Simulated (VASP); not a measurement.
Input of a VASP 6.6.1 run:

Contents of INCAR:

```
PREC = Accurate ; ENCUT = 520
EDIFF = 1E-8 ; ISMEAR = -1
SIGMA = 0.08 ; LREAL = False
LASPH = True ; NELM = 80
ALGO = Normal ; ISIF = 2
LWAVE = False ; LCHARG = False
GGA = PE ; LEFG = True
NBANDS = 11
```

Contents of KPOINTS:

```
regular mesh
0
Gamma
  15 15 15
```

Contents of POSCAR:

```
BAs
1.0
    0.0000000000      2.3559877699      2.3559877699
    2.3559877699      0.0000000000      2.3559877699
    2.3559877699      2.3559877699      0.0000000000
B As
1 1
Direct
    0.0000000000      0.0000000000      0.0000000000
    0.2500000000      0.2500000000      0.2500000000
```

Potentials or basis: VASP PAW PBE potentials, release 64 (B, As).

Launch:

```console
$ cat potpaw_PBE.64/B/POTCAR potpaw_PBE.64/As/POTCAR > POTCAR
$ mpirun -np 1 vasp_std > vasp.out
```

Q: What does it give for the band gap on the k mesh?

A: 1.13 eV, indirect (least direct gap 3.33 eV).

Q: Estimate the pressure.

A: 10.0 GPa.

Caveat: without QUAD_EFG the Cq values of the log hold for a quadrupole moment of 1 mb, not for the nuclei. A k mesh can miss the band edges.
